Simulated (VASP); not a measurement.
# LiCl (P6_3mc) in VASP: single point with r2SCAN

Aim: the single point of LiCl with r2SCAN.

Everything below comes from runs of VASP 6.6.1. Logs are shortened: lines on timing, memory, paths and dates and some standing lists are left out, and cuts for length are marked.

## 1. The cell of the first run

It takes space group P6_3mc (No. 186, hexagonal). The conventional cell has a = 3.925 Å, b = 3.925 Å, c = 6.357 Å, α = 90.00°, β = 90.00°, γ = 120.00°. Li (site symmetry 3m) has 4 Cl at 2.40 Å within 3.2 Å. Within 3.2 Å of Cl (site symmetry 3m) lie 4 Li at 2.40 Å.

## 2. Single point, r2SCAN

Contents of POSCAR:

```
LiCl
1.0
    3.9248820000      0.0000000000      0.0000000000
   -1.9624410000      3.3990480000      0.0000000000
    0.0000000000      0.0000000000      6.3571610000
Li Cl
2 2
Direct
    0.6666666667      0.3333333333      0.8760170000
    0.3333333333      0.6666666667      0.3760170000
    0.6666666667      0.3333333333      0.4989840000
    0.3333333333      0.6666666667      0.9989840000
```

Contents of INCAR.step1:

```
  ALGO = Normal
  EDIFF = 1E-4
  ENCUT = 520
  GGA = PE
  ISMEAR = 0
  LASPH = True
  LCHARG = False
  LREAL = False
  LWAVE = True
  NBANDS = 18
  NELM = 100
  PREC = Accurate
  SIGMA = 0.01
```

Contents of INCAR.step2:

```
  ALGO = Normal
  EDIFF = 1E-7
  ENCUT = 520
  ISIF = 2
  ISMEAR = 0
  ISTART = 1
  LASPH = True
  LCHARG = False
  LMIXTAU = True
  LREAL = False
  LWAVE = False
  METAGGA = R2SCAN
  NBANDS = 18
  NELM = 100
  PREC = Accurate
  SIGMA = 0.01
```

Contents of KPOINTS:

```
k-points
0
Gamma
  6 6 3
```

Potentials or basis: VASP PAW PBE potentials, release 64 (Li_sv, Cl).

On the command line:

```
cat potpaw_PBE.64/Li_sv/POTCAR potpaw_PBE.64/Cl/POTCAR > POTCAR
cp INCAR.step1 INCAR
mpirun -np 1 vasp_std > vasp.out
cp INCAR.step2 INCAR
mpirun -np 1 vasp_std > vasp.out
```

OUTCAR:

```text
EDIFF = 1E-7
   ENCUT = 520
   ISIF = 2
   ISMEAR = 0
   ISTART = 1
   LASPH = True
   LREAL = False
   METAGGA = R2SCAN
   NELM = 100
   PREC = Accurate

 ion  position               nearest neighbor table
   1  0.667  0.333  0.876-   3 2.40   4 2.40   4 2.40   4 2.40
   2  0.333  0.667  0.376-   4 2.40   3 2.40   3 2.40   3 2.40
   3  0.667  0.333  0.499-   1 2.40   2 2.40   2 2.40   2 2.40
   4  0.333  0.667  0.999-   2 2.40   1 2.40   1 2.40   1 2.40

  LATTYP: Found a hexagonal cell.
 ALAT       =     3.9248820000
 C/A-ratio  =     1.6197075479

  Lattice vectors:

 A1 = (   3.9248820000,   0.0000000000,   0.0000000000)
 A2 = (  -1.9624410000,   3.3990480000,   0.0000000000)
 A3 = (   0.0000000000,   0.0000000000,   6.3571610000)

Analysis of symmetry for initial positions (statically):
=====================================================================
 Subroutine PRICEL returns:
 Original cell was already a primitive cell.

 Routine SETGRP: Setting up the symmetry group for a
 hexagonal supercell.

 Subroutine GETGRP returns: Found 12 space group operations
 (whereof  6 operations were pure point group operations)
 out of a pool of 24 trial point group operations.

The static configuration has the point symmetry C_3v.
 The point group associated with its full space group is C_6v.

Analysis of symmetry for dynamics (positions and initial velocities):
=====================================================================
 Subroutine PRICEL returns:
 Original cell was already a primitive cell.

 Routine SETGRP: Setting up the symmetry group for a
 hexagonal supercell.

 Subroutine GETGRP returns: Found 12 space group operations
 (whereof  6 operations were pure point group operations)
 out of a pool of 24 trial point group operations.

The dynamic configuration has the point symmetry C_3v.
 The point group associated with its full space group is C_6v.

 Subroutine INISYM returns: Found 12 space group operations
 (whereof  6 operations are pure point group operations),
 and found     1 'primitive' translations

----------------------------------------------------------------------------------------

                                     Primitive cell

  volume of cell :      84.8100

  direct lattice vectors                    reciprocal lattice vectors
     3.924882000  0.000000000  0.000000000     0.254784730  0.147100012  0.000000000
    -1.962441000  3.399048000  0.000000000     0.000000000  0.294200023  0.000000000
     0.000000000  0.000000000  6.357161000     0.000000000  0.000000000  0.157302922

  length of vectors
     3.924882000  3.924882417  6.357161000     0.294200054  0.294200023  0.157302922

  position of ions in fractional coordinates (direct lattice)
     0.666666667  0.333333333  0.876017000
     0.333333333  0.666666667  0.376017000
     0.666666667  0.333333333  0.498984000
     0.333333333  0.666666667  0.998984000

  ion indices of the primitive-cell ions
   primitive index   ion index
                 1           1
                 2           2
                 3           3
                 4           4

----------------------------------------------------------------------------------------

 KPOINTS: k-points

Automatic generation of k-mesh.
 Grid dimensions read from file:
 generate k-points for:    6    6    3

 Generating k-lattice:

  Cartesian coordinates                     Fractional coordinates (reciprocal lattice)
     0.042464122  0.024516669  0.000000000     0.166666667 -0.000000000  0.000000000
     0.000000000  0.049033337  0.000000000     0.000000000  0.166666667  0.000000000
     0.000000000  0.000000000  0.052434307     0.000000000  0.000000000  0.333333333

  Length of vectors
     0.049033342  0.049033337  0.052434307

  Shift w.r.t. Gamma in fractional coordinates (k-lattice)
     0.000000000  0.000000000  0.000000000

 Subroutine IBZKPT returns following result:
 ===========================================

 Found     14 irreducible k-points:

 Following reciprocal coordinates:
            Coordinates               Weight
  0.000000  0.000000  0.000000      1.000000
  0.166667  0.000000  0.000000      6.000000
  0.333333 -0.000000  0.000000      6.000000
  0.500000  0.000000  0.000000      3.000000
  0.166667  0.166667  0.000000      6.000000
  0.333333  0.166667  0.000000     12.000000
  0.333333  0.333333  0.000000      2.000000
  0.000000  0.000000  0.333333      2.000000
  0.166667  0.000000  0.333333     12.000000
  0.333333 -0.000000  0.333333     12.000000
  0.500000  0.000000  0.333333      6.000000
  0.166667  0.166667  0.333333     12.000000
  0.333333  0.166667  0.333333     24.000000
  0.333333  0.333333  0.333333      4.000000
   k-points           NKPTS =     14   k-points in BZ     NKDIM =     14   number of bands    NBANDS=     18
   number of dos      NEDOS =    301   number of ions     NIONS =      4
   total plane-waves  NPLWV =  43200
   dimension x,y,z NGX =    30 NGY =   30 NGZ =   48
   dimension x,y,z NGXF=    60 NGYF=   60 NGZF=   96
   ions per type =               2   2
   NGX,Y,Z   is equivalent  to a cutoff of  12.71, 12.71, 12.55 a.u.
   NGXF,Y,Z  is equivalent  to a cutoff of  25.41, 25.41, 25.10 a.u.
 SYSTEM =  unknown system
   PREC   = accura    normal or accurate (medium, high low for compatibility)
   ISTART =      1    job   : 0-new  1-cont  2-samecut
   ICHARG =      0    charge: 1-file 2-atom 10-const
   ISPIN  =      1    spin polarized calculation?
   LNONCOLLINEAR =      F non collinear calculations
   LSORBIT =      F    spin-orbit coupling
   LASPH  =      T    aspherical Exc in radial PAW
   ENCUT  =  520.0 eV  38.22 Ry    6.18 a.u.   7.30  7.30 11.82*2*pi/ulx,y,z
   NELM   =    100;   NELMIN=  2; NELMDL=  0     # of ELM steps
   EDIFF  = 0.1E-06   stopping-criterion for ELM
   LREAL  =      F    real-space projection
   EDIFFG = 0.1E-05   stopping-criterion for IOM
   NSW    =      0    number of steps for IOM
   IBRION =     -1    ionic relax: 0-MD 1-quasi-New 2-CG
   NFREE  =      0    steps in history (QN), initial steepest desc. (CG)
   ISIF   =      2    stress and relaxation
   ISYM   =      2    0-nonsym 1-usesym 2-fastsym
   POTIM  = 0.5000    time-step for ionic-motion
   TEBEG  =    0.0;   TEEND  =   0.0 temperature during run
   PSTRESS=    0.0 pullay stress
   NELECT =      20.0000    total number of electrons
   NUPDOWN=      -1.0000    fix difference up-down
   EMIN   =  10.00;   EMAX   =-10.00  energy-range for DOS
   EFERMI =   0.00;   METHOD = LEGACY
   ISMEAR =     0;   SIGMA  =   0.01  broadening in eV -4-tet -1-fermi 0-gaus
   EFERMI_NEDOS =   21; number of points for ismear=-14 and -15
   IALGO  =     38    algorithm
   IMIX   =      4    mixing-type and parameters
     AMIX     =   0.40;   BMIX     =  1.00
     AMIX_MAG =   1.60;   BMIX_MAG =  1.00
  volume/ion in A,a.u.               =      21.20       143.08
  Fermi-wavevector in a.u.,A,eV,Ry     =   1.011430  1.911325 13.918630  1.022990
  Thomas-Fermi vector in A             =   2.144479
   LORBIT       =      0    0 simple, 1 ext, 2 COOP (PROOUT), +10 PAW based schemes
   METAGGA = R2SCAN    functional components
   LHFCALC =     F    Hartree Fock is set to
   AEXX    =    0.0000 exact exchange contribution
   IVDW    =     0    specifies the selected vdW correction
   LEPSILON=     F    determine dielectric tensor
   LRPA    =     F    only Hartree local field effects (RPA)
 non-spin polarized calculation
 Gauss-broadening in eV      SIGMA  =   0.01
  energy-cutoff  :      520.00
  volume of cell :       84.81
 maximum number of plane-waves:      2316
 NGX is ok and might be reduce to    30
   NGX = 15   NGY = 15   NGZ = 23

 number of electron      19.9999995 magnetization

 Free energy of the ion-electron system (eV)
  ---------------------------------------------------
  ext. energy  EPLUGINS =         0.00000000
  ---------------------------------------------------
  free energy    TOTEN  =       -25.16227424 eV

  energy without entropy =      -25.16227424  energy(sigma->0) =      -25.16227424

 E-fermi :  -1.7068     XC(G=0):  -7.9949

 val. band max:       -1.7629738268   @ k =   0.0000   0.0000   0.0000
 cond. band min:       4.8821181639   @ k =   0.0000   0.0000   0.0000
 fundamental gap:      6.6450919907
 Fermi energy:        -1.7068341137

 k-point     1 :       0.0000    0.0000    0.0000
  band No.  band energies     occupation
      1     -45.9843      2.00000
      2     -45.9830      2.00000
      3     -14.9988      2.00000
      4     -14.7132      2.00000
      5      -3.7280      2.00000
      6      -2.0851      2.00000
[... 10 lines left out ...]
     17      10.0544      0.00000
     18      10.0547      0.00000

 k-point     2 :       0.1667    0.0000    0.0000
  band No.  band energies     occupation
      1     -45.9840      2.00000
      2     -45.9828      2.00000
      3     -14.9408      2.00000
      4     -14.6871      2.00000
      5      -3.5902      2.00000
      6      -2.4634      2.00000
[... 10 lines left out ...]
     17      10.2013      0.00000
     18      10.5860      0.00000

 k-point     3 :       0.3333   -0.0000    0.0000
  band No.  band energies     occupation
      1     -45.9834      2.00000
      2     -45.9826      2.00000
      3     -14.8103      2.00000
      4     -14.6442      2.00000
      5      -3.3547      2.00000
      6      -3.0522      2.00000
[... 10 lines left out ...]
     17      10.6746      0.00000
     18      11.5748      0.00000

 k-point     4 :       0.5000    0.0000    0.0000
  band No.  band energies     occupation
      1     -45.9830      2.00000
      2     -45.9826      2.00000
      3     -14.7270      2.00000
      4     -14.6381      2.00000
      5      -3.5751      2.00000
      6      -3.0949      2.00000
[... 165 lines left out ...]
      4     -14.7028      2.00000
      5      -3.2373      2.00000
      6      -2.9736      2.00000
[... 10 lines left out ...]
     17      10.5540      0.00000
     18      10.7507      0.00000

 k-point    13 :       0.3333    0.1667    0.3333
  band No.  band energies     occupation
      1     -45.9829      2.00000
      2     -45.9827      2.00000
      3     -14.7067      2.00000
      4     -14.6596      2.00000
      5      -3.4367      2.00000
      6      -3.2604      2.00000
[... 10 lines left out ...]
     17      11.0095      0.00000
     18      11.5184      0.00000

 k-point    14 :       0.3333    0.3333    0.3333
  band No.  band energies     occupation
      1     -45.9827      2.00000
      2     -45.9827      2.00000
      3     -14.6600      2.00000
      4     -14.6600      2.00000
      5      -3.2899      2.00000
      6      -3.1289      2.00000
[... 10 lines left out ...]
     17      11.2061      0.00000
     18      11.9861      0.00000

------------------------ aborting loop because EDIFF is reached ----------------------------------------

  FORCE on cell =-STRESS in cart. coord.  units (eV):
  Direction    XX          YY          ZZ          XY          YZ          ZX
  --------------------------------------------------------------------------------------
  -------------------------------------------------------------------------------------
  Total       -0.5888607     -0.5888608     -0.6726009     -0.0000000      0.0000000      0.0000000
  in kB      -11.1243849    -11.1243881    -12.7063525     -0.0000000      0.0000000      0.0000000
  external PRESSURE =     -11.6517085 kB  Pullay stress =       0.0000000 kB

 VOLUME and BASIS-vectors are now :
 -----------------------------------------------------------------------------
  energy-cutoff  :      520.00
  volume of cell :       84.81
      direct lattice vectors                 reciprocal lattice vectors
     3.924882000  0.000000000  0.000000000     0.254784730  0.147100012  0.000000000
    -1.962441000  3.399048000  0.000000000     0.000000000  0.294200023  0.000000000
     0.000000000  0.000000000  6.357161000     0.000000000  0.000000000  0.157302922

 POSITION                                       TOTAL-FORCE (eV/Angst)
 -----------------------------------------------------------------------------------
      1.96244      1.13302      5.56898        -0.000000     -0.000000      0.028984
     -0.00000      2.26603      2.39040        -0.000000     -0.000000      0.028984
      1.96244      1.13302      3.17212         0.000000     -0.000000     -0.028984
     -0.00000      2.26603      6.35070        -0.000000      0.000000     -0.028984
 -----------------------------------------------------------------------------------
    total drift:                                0.000000      0.000001      0.063673

  FREE ENERGIE OF THE ION-ELECTRON SYSTEM (eV)
  ---------------------------------------------------
  free  energy   TOTEN  =       -25.1622742400 eV

  energy  without entropy=      -25.1622742400  energy(sigma->0) =      -25.16227424
```

Run time: 69 s. Hardware: 1 thread of Intel Xeon Platinum 8488C (Sapphire Rapids), shared host; peak memory 0.2 GiB.

What came out:

```
Free energy            : -25.1623 eV
Largest force          : 0.029 eV/Å
Band gap on the k mesh : 6.65 eV, direct
```

Forces on the atoms (eV/Å):
```
Li   0.000  0.000  0.029
Li   0.000  0.000  0.029
Cl   0.000  0.000 -0.029
Cl   0.000  0.000 -0.029
```

Levels at points of the mesh, in eV from the valence-band top:
| k point | band 7 | band 8 | band 9 | band 10 | band 11 | band 12 | band 13 | band 14 |
| --- | --- | --- | --- | --- | --- | --- | --- | --- |
| (0.00, 0.00, 0.00) | -0.32 | -0.02 | -0.02 | 0.00 | 6.65 | 9.00 | 10.86 | 10.86 |
| (0.50, 0.00, 0.00) | -1.08 | -0.83 | -0.54 | -0.29 | 8.43 | 8.63 | 9.87 | 11.08 |

Caveat: the cutoff is under 1.25 times the usual one of these potentials, so pressure, stress and relaxed cells hold a basis-set (Pulay) error; the PAW data sets were made with another functional, which shifts forces and pressure a little. r2SCAN opens gaps a little over a GGA but as a rule still falls short of measured ones.
